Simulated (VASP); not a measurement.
# Cu3O2 (I4/mmm) in VASP: notebook, part 2 of 2

VASP 6.6.1. Earlier steps stand in the parts before.

## Step 3: Single point, revPBE

Contents of INCAR:

```
SYSTEM = Cu3O2
PREC = Accurate
ENCUT = 520
EDIFF = 1E-6
ISMEAR = -1
SIGMA = 0.1
LREAL = .False.
LASPH = .True.
NELM = 100
ALGO = Normal
ISIF = 2
LWAVE = .False.
LCHARG = .True.
GGA = RE
LELF = .True.
LVHAR = .True.
NBANDS = 30
```

Contents of KPOINTS:

```
regular mesh
0
Gamma
  7 7 7
  0 0 0
```

Contents of POSCAR:

```
Cu3O2
1.0
   -2.0229820000      2.0229820000      3.6736170000
    2.0229820000     -2.0229820000      3.6736170000
    2.0229820000      2.0229820000     -3.6736170000
Cu O
3 2
Direct
    0.2500000000      0.7500000000      0.5000000000
    0.7500000000      0.2500000000      0.5000000000
    0.0000000000      0.0000000000      0.0000000000
    0.0000000000      0.5000000000      0.5000000000
    0.5000000000      0.0000000000      0.5000000000
```

Potentials or basis: VASP PAW PBE potentials, release 64 (Cu, O).

The run is started by

```console
> cat potpaw_PBE.64/Cu/POTCAR potpaw_PBE.64/O/POTCAR > POTCAR
> mpirun -np 1 vasp_std > vasp.out
```

OUTCAR:

```text
SYSTEM = Cu3O2
   PREC = Accurate
   ENCUT = 520
   EDIFF = 1E-6
   ISMEAR = -1
   LREAL = .False.
   LASPH = .True.
   NELM = 100
   ISIF = 2
   GGA = RE

 ion  position               nearest neighbor table
   1  0.250  0.750  0.500-   4 1.84   5 1.84   3 2.73   3 2.73   3 2.73   3 2.73
   2  0.750  0.250  0.500-   4 1.84   5 1.84   3 2.73   3 2.73   3 2.73   3 2.73
   3  0.000  0.000  0.000-   4 2.02   5 2.02   4 2.02   5 2.02   2 2.73   1 2.73   1 2.73   2 2.73
                             2 2.73   1 2.73   1 2.73   2 2.73
   4  0.000  0.500  0.500-   1 1.84   2 1.84   3 2.02   3 2.02
   5  0.500  0.000  0.500-   1 1.84   2 1.84   3 2.02   3 2.02

  LATTYP: Found a body centered tetragonal cell.
 ALAT       =     4.0459640000
 C/A-ratio  =     1.8159415160

  Lattice vectors:

 A1 = (  -2.0229820000,   2.0229820000,   3.6736170000)
 A2 = (   2.0229820000,  -2.0229820000,   3.6736170000)
 A3 = (   2.0229820000,   2.0229820000,  -3.6736170000)

Analysis of symmetry for initial positions (statically):
=====================================================================
[... 172 lines left out ...]
  ---------------------------------------------------
  free energy    TOTEN  =       -20.91320722 eV

  energy without entropy =      -20.84195458  energy(sigma->0) =      -20.87758090

 E-fermi :   4.5337     XC(G=0): -11.0107

 val. band max:        4.5127902145   @ k =   0.1429   0.1429  -0.0000
 cond. band min:       4.5564248648   @ k =  -0.4286   0.4286   0.2857
 fundamental gap:      0.0436346504
 Fermi energy:         4.5337063291

 k-point     1 :       0.0000    0.0000    0.0000
  band No.  band energies     occupation
      1     -14.6929      2.00000
      2     -13.4889      2.00000
      3      -2.0260      2.00000
      4      -1.0193      2.00000
      5      -1.0193      2.00000
      6      -0.4567      2.00000
[... 781 lines left out ...]
     29      15.5974      0.00000
     30      16.5499      0.00000

 [... further k-points ...]
[... 5 lines left out ...]
  --------------------------------------------------------------------------------------
  -------------------------------------------------------------------------------------
  Total        1.6480002      1.6480002      2.3723930      0.0000000     -0.0000000      0.0000000
  in kB       43.9066124     43.9066124     63.2061471      0.0000000     -0.0000000      0.0000000
  external PRESSURE =      50.3397907 kB  Pullay stress =       0.0000000 kB

 VOLUME and BASIS-vectors are now :
 -----------------------------------------------------------------------------
  energy-cutoff  :      520.00
  volume of cell :       60.14
      direct lattice vectors                 reciprocal lattice vectors
    -2.022982000  2.022982000  3.673617000     0.000000000  0.247159886  0.136105642
     2.022982000 -2.022982000  3.673617000     0.247159886  0.000000000  0.136105642
     2.022982000  2.022982000 -3.673617000     0.247159886  0.247159886  0.000000000

 POSITION                                       TOTAL-FORCE (eV/Angst)
 -----------------------------------------------------------------------------------
      2.02298      0.00000      1.83681         0.000000     -0.000000     -0.000000
      0.00000      2.02298      1.83681         0.000000      0.000000     -0.000000
      0.00000      0.00000      0.00000        -0.000000     -0.000000      0.000000
      2.02298      0.00000      0.00000        -0.000000     -0.000000      0.000000
      0.00000      2.02298      0.00000        -0.000000     -0.000000      0.000000
 -----------------------------------------------------------------------------------
    total drift:                                0.000000      0.000000      0.000000

  FREE ENERGIE OF THE ION-ELECTRON SYSTEM (eV)
  ---------------------------------------------------
  free  energy   TOTEN  =       -20.9132072192 eV

  energy  without entropy=      -20.8419545809  energy(sigma->0) =      -20.87758090
```

OSZICAR:

```text
N       E                     dE             d eps       ncg     rms          rms(c)
DAV:   1     0.445442867021E+03    0.44544E+03   -0.20972E+04  2456   0.233E+03
DAV:   2     0.444343087673E+02   -0.40101E+03   -0.37694E+03  2406   0.450E+02
DAV:   3    -0.243547848293E+02   -0.68789E+02   -0.64851E+02  3292   0.206E+02
DAV:   4    -0.279354991658E+02   -0.35807E+01   -0.35482E+01  3190   0.511E+01
DAV:   5    -0.279822532579E+02   -0.46754E-01   -0.46731E-01  3184   0.601E+00    0.188E+01
DAV:   6    -0.245900961040E+02    0.33922E+01   -0.52294E+01  3446   0.155E+02    0.139E+01
DAV:   7    -0.208200394200E+02    0.37701E+01   -0.15380E+01  3044   0.110E+02    0.309E+00
DAV:   8    -0.209765084564E+02   -0.15647E+00   -0.23544E+00  3242   0.122E+01    0.197E+00
DAV:   9    -0.209569636931E+02    0.19545E-01   -0.31757E-01  3568   0.217E+01    0.199E+00
DAV:  10    -0.209238770993E+02    0.33087E-01   -0.26861E-01  3722   0.181E+01    0.776E-01
DAV:  11    -0.209159501917E+02    0.79269E-02   -0.28402E-02  3736   0.314E+00    0.556E-01
DAV:  12    -0.209130145040E+02    0.29357E-02   -0.17577E-02  3636   0.130E+00    0.836E-02
DAV:  13    -0.209131406537E+02   -0.12615E-03   -0.12857E-03  3178   0.465E-01    0.621E-02
DAV:  14    -0.209132074270E+02   -0.66773E-04   -0.21885E-04  3136   0.326E-01    0.174E-02
DAV:  15    -0.209132066886E+02    0.73840E-06   -0.40531E-05  3798   0.143E-01    0.641E-03
DAV:  16    -0.209132072192E+02   -0.53061E-06   -0.51626E-06  2944   0.523E-02
   1 F= -.20913207E+02 E0= -.20877581E+02  d E =-.712526E-01
```

stdout:

```text
POSCAR found type information on POSCAR CuO
 POSCAR found :  2 types and       5 ions
 scaLAPACK will be used
 -----------------------------------------------------------------------------
|                                                                             |
|                                                                             |
|     You enforced a specific xc type in the INCAR file but a different       |
|     I HOPE YOU KNOW WHAT YOU ARE DOING!                                     |
|                                                                             |
 -----------------------------------------------------------------------------

 LDA part: xc-table for (Slater+PW92), standard interpolation
 POSCAR, INCAR and KPOINTS ok, starting setup
 FFT: planning ... GRIDC
 FFT: planning ... GRID_SOFT
 FFT: planning ... GRID
 WAVECAR not read
 entering main loop
```

Run time: 2.7 min. Hardware: 1 thread of Intel Xeon 8259CL, shared host; peak memory 0.23 GiB.

Results:

```yaml
Free_energy: -20.9132 eV
Pressure: 5.0 GPa
Band_gap_on_the_k_mesh: zero (an odd number of electrons rules out a gap without spin polarisation)
```

Levels at points of the mesh, in eV from the Fermi level:
| k point | band 21 | band 22 | band 23 | band 24 | band 25 | band 26 |
| --- | --- | --- | --- | --- | --- | --- |
| (0.00, 0.00, 0.00) | -0.83 | -0.83 | 0.36 | 0.44 | 5.18 | 5.18 |

Caveat: the cell stands under pressure; the PAW data sets were made with another functional, which shifts forces and pressure a little; an odd number of electrons without spin polarisation forces a metal; a magnetic or distorted state may lie lower.
